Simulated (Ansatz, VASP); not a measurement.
## One calculation of Ti, two programs

INCAR

```
ALGO = Normal
EDIFF = 1E-7
EDIFFG = -0.01
ENCUT = 600
GGA = PE
IBRION = 2
ISIF = 3
ISMEAR = 0
LASPH = True
LCHARG = False
LREAL = False
LWAVE = False
NELM = 100
NSW = 100
PREC = Accurate
SIGMA = 0.1
```

The input KPOINTS:

```
k-points
0
Gamma
  26 26 26
```

The input POSCAR:

```
Ti
1.0
   -1.4593301235      1.4593301235      2.0409355712
    1.4593301235     -1.4593301235      2.0409355712
    1.4593301235      1.4593301235     -2.0409355712
Ti
1
Direct
    0.5000000000      0.5000000000      0.0000000000
```

Input for Ansatz:

```yaml
crystal:
  lattice:
    - [-1.4593301235, 1.4593301235, 2.0409355712]
    - [1.4593301235, -1.4593301235, 2.0409355712]
    - [1.4593301235, 1.4593301235, -2.0409355712]
  atoms:
    - { symbol: Ti, position: [0.5, 0.5, 0.0] }
basis:
  ecutwfc: 420
kpoints:
  mp_grid: { grid: [26, 26, 26] }
hamiltonian:
  xc: pbe
scf:
  occupations: { method: gaussian, width: 0.1 }
output:
  forces: true
  stress: true
  eigenvalues: true
relax:
  adjacent_minimum: "off"
  f_tol: 0.01
  max_steps: 80
  cell: { stress_tol: 0.05 }
```

Alike in both runs: task relaxation of cell and atoms; functional PBE; k mesh 26 × 26 × 26; occupations gaussian, width 0.1 eV; no spin polarisation.

|  | VASP | Ansatz |
| --- | --- | --- |
| version | VASP 6.6.1 | Ansatz 0.2.0 |
| potentials or method | VASP PAW PBE potentials, release 64 (Ti_sv), cutoff 600 eV | scalar-relativistic, plane waves, PAW |
| valence electrons in the cell | 12 | 12 |

```csv
,VASP,Ansatz,Ansatz less VASP
"gap on the k mesh at the Fermi level, each at its own relaxed structure (eV)",none,none,-
relaxed volume (Å³/atom),17.33,17.38,+0.049
relaxed cell length with the largest relative difference (Å),2.905,2.908,+0.0029
```

A gap of «none» marks a metal or a gap that the smearing closes.
